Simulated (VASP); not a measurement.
# Se (C2/m) in VASP: electric field gradients with PBE

Aim: the electric field gradients of Se with PBE.

Everything below comes from runs of VASP 6.6.1. Logs are shortened: lines on timing, memory, paths and dates and some standing lists are left out, and cuts for length are marked.

**1. The cell of the first run**

It takes space group C2/m (No. 12, monoclinic). The conventional cell has a = 5.378 Å, b = 3.105 Å, c = 5.030 Å, α = 90.00°, β = 90.00°, γ = 90.00°. Within 3.4 Å of Se (site symmetry m) lie 10 Se at 2.53 to 3.31 Å.

**2. Electric field gradients, PBE (shortest bond scaled by 0.82)**

INCAR

```
SYSTEM = Se
PREC = Accurate ; ENCUT = 520
EDIFF = 1E-8 ; ISMEAR = -1
SIGMA = 0.05 ; LREAL = .False.
LASPH = .True. ; NELM = 80
ALGO = Normal ; ISIF = 2
LWAVE = .False. ; LCHARG = .False.
GGA = PE ; LEFG = .True.
NBANDS = 13
```

KPOINTS

```
regular mesh
0
Gamma
  11 11 6
  0 0 0
```

POSCAR

```
Se
1.0
    3.1050448770      0.0000000000      0.0000000000
   -1.5525224385      2.6890477434      0.0000000000
    0.0000000000      0.0000000000      5.0301727007
Se
2
Direct
    0.2733333333      0.6366666667      0.2050000000
    0.7266666667      0.3633333333      0.7950000000
```

Potentials or basis: VASP PAW PBE potentials, release 64 (Se).

The run is started by

```bash
$ cat potpaw_PBE.64/Se/POTCAR > POTCAR
$ mpirun -np 1 vasp_std > vasp.out
```

OUTCAR:

```text
SYSTEM = Se
   PREC = Accurate
   ENCUT = 520
   EDIFF = 1E-8
   ISMEAR = -1
   LREAL = .False.
   LASPH = .True.
   NELM = 80
   ISIF = 2
   GGA = PE

 ion  position               nearest neighbor table
   1  0.273  0.637  0.205-   2 2.53
   2  0.727  0.363  0.795-   1 2.53

  LATTYP: Found a hexagonal cell.
 ALAT       =     3.1050448770
 C/A-ratio  =     1.6200000000

  Lattice vectors:

 A1 = (   3.1050448770,   0.0000000000,   0.0000000000)
 A2 = (  -1.5525224385,   2.6890477434,   0.0000000000)
 A3 = (   0.0000000000,   0.0000000000,   5.0301727007)

Analysis of symmetry for initial positions (statically):
=====================================================================
 Subroutine PRICEL returns:
 Original cell was already a primitive cell.

 Routine SETGRP: Setting up the symmetry group for a
 hexagonal supercell.

 Subroutine GETGRP returns: Found  4 space group operations
 (whereof  4 operations were pure point group operations)
 out of a pool of 24 trial point group operations.

The static configuration has the point symmetry C_2h.

Analysis of symmetry for dynamics (positions and initial velocities):
=====================================================================
 Subroutine PRICEL returns:
 Original cell was already a primitive cell.

 Routine SETGRP: Setting up the symmetry group for a
 hexagonal supercell.

 Subroutine GETGRP returns: Found  4 space group operations
 (whereof  4 operations were pure point group operations)
 out of a pool of 24 trial point group operations.

The dynamic configuration has the point symmetry C_2h.

 Subroutine INISYM returns: Found  4 space group operations
 (whereof  4 operations are pure point group operations),
 and found     1 'primitive' translations

----------------------------------------------------------------------------------------

                                     Primitive cell

  volume of cell :      42.0000

  direct lattice vectors                    reciprocal lattice vectors
     3.105044877  0.000000000  0.000000000     0.322056537  0.185939428  0.000000000
    -1.552522439  2.689047743  0.000000000     0.000000000  0.371878857  0.000000000
     0.000000000  0.000000000  5.030172701     0.000000000  0.000000000  0.198800331

  length of vectors
     3.105044877  3.105044877  5.030172701     0.371878857  0.371878857  0.198800331

  position of ions in fractional coordinates (direct lattice)
     0.273333333  0.636666667  0.205000000
     0.726666667  0.363333333  0.795000000

  ion indices of the primitive-cell ions
   primitive index   ion index
                 1           1
                 2           2

----------------------------------------------------------------------------------------

 KPOINTS: regular mesh

Automatic generation of k-mesh.
 Grid dimensions read from file:
 generate k-points for:   11   11    6

 Generating k-lattice:

  Cartesian coordinates                     Fractional coordinates (reciprocal lattice)
     0.029277867  0.016903584  0.000000000     0.090909091  0.000000000  0.000000000
     0.000000000  0.033807169  0.000000000     0.000000000  0.090909091  0.000000000
     0.000000000  0.000000000  0.033133389     0.000000000  0.000000000  0.166666667

  Length of vectors
     0.033807169  0.033807169  0.033133389

  Shift w.r.t. Gamma in fractional coordinates (k-lattice)
     0.000000000  0.000000000  0.000000000

 Subroutine IBZKPT returns following result:
 ===========================================

 Found    204 irreducible k-points:

 Following reciprocal coordinates:
            Coordinates               Weight
  0.000000  0.000000  0.000000      1.000000
  0.090909  0.000000  0.000000      2.000000
  0.000000  0.090909  0.000000      4.000000
  0.181818  0.000000  0.000000      2.000000
  0.000000  0.181818  0.000000      4.000000
  0.272727 -0.000000  0.000000      2.000000
[... 16 lines left out ...]
  0.454545  0.090909  0.000000      2.000000
 -0.090909 -0.454545  0.000000      4.000000
 [... further k-points ...]
   k-points           NKPTS =    204   k-points in BZ     NKDIM =    204   number of bands    NBANDS=     13
   number of dos      NEDOS =    301   number of ions     NIONS =      2
   total plane-waves  NPLWV =  23040
   dimension x,y,z NGX =    24 NGY =   24 NGZ =   40
   dimension x,y,z NGXF=    48 NGYF=   48 NGZF=   80
   ions per type =               2
   NGX,Y,Z   is equivalent  to a cutoff of  12.85, 12.85, 13.22 a.u.
   NGXF,Y,Z  is equivalent  to a cutoff of  25.70, 25.70, 26.44 a.u.
 SYSTEM =  Se
   PREC   = accura    normal or accurate (medium, high low for compatibility)
   ISTART =      0    job   : 0-new  1-cont  2-samecut
   ICHARG =      2    charge: 1-file 2-atom 10-const
   ISPIN  =      1    spin polarized calculation?
   LNONCOLLINEAR =      F non collinear calculations
   LSORBIT =      F    spin-orbit coupling
   LASPH  =      T    aspherical Exc in radial PAW
   ENCUT  =  520.0 eV  38.22 Ry    6.18 a.u.   5.77  5.77  9.35*2*pi/ulx,y,z
   NELM   =     80;   NELMIN=  2; NELMDL= -5     # of ELM steps
   EDIFF  = 0.1E-07   stopping-criterion for ELM
   LREAL  =      F    real-space projection
   EDIFFG = 0.1E-06   stopping-criterion for IOM
   NSW    =      0    number of steps for IOM
   IBRION =     -1    ionic relax: 0-MD 1-quasi-New 2-CG
   NFREE  =      0    steps in history (QN), initial steepest desc. (CG)
   ISIF   =      2    stress and relaxation
   ISYM   =      2    0-nonsym 1-usesym 2-fastsym
   POTIM  = 0.5000    time-step for ionic-motion
   TEBEG  =    0.0;   TEEND  =   0.0 temperature during run
   PSTRESS=    0.0 pullay stress
   NELECT =      12.0000    total number of electrons
   NUPDOWN=      -1.0000    fix difference up-down
   EMIN   =  10.00;   EMAX   =-10.00  energy-range for DOS
   EFERMI =   0.00;   METHOD = LEGACY
   ISMEAR =    -1;   SIGMA  =   0.05  broadening in eV -4-tet -1-fermi 0-gaus
   EFERMI_NEDOS =   21; number of points for ismear=-14 and -15
   IALGO  =     38    algorithm
   IMIX   =      4    mixing-type and parameters
     AMIX     =   0.40;   BMIX     =  1.00
     AMIX_MAG =   1.60;   BMIX_MAG =  1.00
  volume/ion in A,a.u.               =      21.00       141.71
  Fermi-wavevector in a.u.,A,eV,Ry     =   1.078248  2.037594 15.818400  1.162620
  Thomas-Fermi vector in A             =   2.214182
   LORBIT       =      0    0 simple, 1 ext, 2 COOP (PROOUT), +10 PAW based schemes
   GGA     = PE    functional components
   LHFCALC =     F    Hartree Fock is set to
   AEXX    =    0.0000 exact exchange contribution
   IVDW    =     0    specifies the selected vdW correction
   LEPSILON=     F    determine dielectric tensor
   LRPA    =     F    only Hartree local field effects (RPA)
 non-spin polarized calculation
  energy-cutoff  :      520.00
  volume of cell :       42.00
 maximum number of plane-waves:      1139
   NGX = 11   NGY = 11   NGZ = 19

 number of electron      12.0000002 magnetization

 Free energy of the ion-electron system (eV)
  ---------------------------------------------------
  ext. energy  EPLUGINS =         0.00000000
  ---------------------------------------------------
  free energy    TOTEN  =        -5.65907608 eV

  energy without entropy =       -5.64356268  energy(sigma->0) =       -5.65131938

 E-fermi :   5.3491     XC(G=0): -10.3337

 val. band max:        5.3328767390   @ k =  -0.2727  -0.3636   0.0000
 cond. band min:       5.3494064965   @ k =   0.0000   0.1818   0.1667
 fundamental gap:      0.0165297575
 Fermi energy:         5.3491482091

 k-point     1 :       0.0000    0.0000    0.0000
  band No.  band energies     occupation
      1     -11.3338      2.00000
      2      -7.3049      2.00000
      3      -1.2156      2.00000
      4       5.8133      0.00019
      5       6.8240      0.00000
      6       7.2872      0.00000
      7       7.8499      0.00000
      8       8.8481      0.00000
      9      13.1273      0.00000
     10      15.0768      0.00000
     11      15.9117      0.00000
     12      16.2285      0.00000
     13      17.0321      0.00000
[... 353 lines left out ...]
 k-point    24 :      -0.0909   -0.4545    0.0000
  band No.  band energies     occupation
      1      -8.4797      2.00000
      2      -6.3038      2.00000
      3      -1.0088      2.00000
      4       0.7863      2.00000
      5       2.3904      2.00000
      6       3.1122      2.00000
      7       5.4191      0.39574
      8       6.2960      0.00000
      9      11.2189      0.00000
     10      12.6401      0.00000
     11      15.0956      0.00000
     12      16.8177      0.00000
     13      19.8621      0.00000

 [... further k-points ...]
[... 5 lines left out ...]
  --------------------------------------------------------------------------------------
  -------------------------------------------------------------------------------------
  Total        2.0835723      1.8753008     -0.5280113      0.1803684      0.0785875      0.1361174
  in kB       79.4821979     71.5372490    -20.1420895      6.8805276      2.9978851      5.1924828
  external PRESSURE =      43.6257858 kB  Pullay stress =       0.0000000 kB

 VOLUME and BASIS-vectors are now :
 -----------------------------------------------------------------------------
  energy-cutoff  :      520.00
  volume of cell :       42.00
      direct lattice vectors                 reciprocal lattice vectors
     3.105044877  0.000000000  0.000000000     0.322056537  0.185939428  0.000000000
    -1.552522439  2.689047743  0.000000000     0.000000000  0.371878857  0.000000000
     0.000000000  0.000000000  5.030172701     0.000000000  0.000000000  0.198800331

 POSITION                                       TOTAL-FORCE (eV/Angst)
 -----------------------------------------------------------------------------------
     -0.13973      1.71203      1.03119        -0.055564     -0.032080      0.021012
      1.69225      0.97702      3.99899         0.055564      0.032080     -0.021012
 -----------------------------------------------------------------------------------
    total drift:                               -0.000000      0.000000      0.000000

  FREE ENERGIE OF THE ION-ELECTRON SYSTEM (eV)
  ---------------------------------------------------
  free  energy   TOTEN  =        -5.6590760831 eV

  energy  without entropy=       -5.6435626847  energy(sigma->0) =       -5.65131938

 Electric field gradients (V/A^2)
---------------------------------------------------------------------
 ion       V_xx      V_yy      V_zz      V_xy      V_xz      V_yz
---------------------------------------------------------------------
   1     -51.045   -84.110   135.155    28.636    66.066    38.143
   2     -51.045   -84.110   135.155    28.636    66.066    38.143
---------------------------------------------------------------------

 Electric field gradients after diagonalization (V/A^2)
 (convention: |V_zz| > |V_xx| > |V_yy|)
----------------------------------------------------------------------
 ion       V_xx      V_yy      V_zz     asymmetry (V_yy - V_xx)/ V_zz
----------------------------------------------------------------------
   1    -100.643   -63.768   164.411       0.224
   2    -100.643   -63.768   164.411       0.224
----------------------------------------------------------------------

           NMR quadrupolar parameters

 Cq : quadrupolar parameter    Cq=e*Q*V_zz/h
 eta: asymmetry parameters     (V_yy - V_xx)/ V_zz
 Q  : nuclear electric quadrupole moment in mb (millibarn)
----------------------------------------------------------------------
 ion       Cq(MHz)       eta       Q (mb)
----------------------------------------------------------------------
   1       0.398       0.224       1.000
   2       0.398       0.224       1.000
----------------------------------------------------------------------
```

Wall time 93 s (1 thread of Intel Xeon 8259CL, shared host); peak memory 0.22 GiB.

What came out:

| Quantity | Value |
| --- | --- |
| Free energy | -5.6591 eV |
| Pressure | 4.4 GPa |
| Largest force | 0.068 eV/Å |
| Band gap on the k mesh | zero (bands 6 and 7 overlap by 3.63 eV) |
| Largest electric field gradient by atom | Se +164.4 V/Å² |

Forces on the atoms (eV/Å):
```
Se  -0.056 -0.032  0.021
Se   0.056  0.032 -0.021
```

Stress tensor (GPa, compression positive):
```
 7.95  0.69  0.52
 0.69  7.15  0.30
 0.52  0.30 -2.01
```

Electric field gradients, principal values (V/Å²):
```csv
atom,least,middle,greatest (by size)
1 Se,-63.768,-100.643,164.411
2 Se,-63.768,-100.643,164.411
```

Caveat: the cell differs from its parent crystal (shortest bond scaled by 0.82); the stress differs along the axes, from -2 to 8 GPa; without QUAD_EFG the Cq values of the log hold for a quadrupole moment of 1 mb, not for the nuclei; this functional lacks dispersion, which binds layers or chains, so the pressure and a relaxed spacing across them are unreliable.
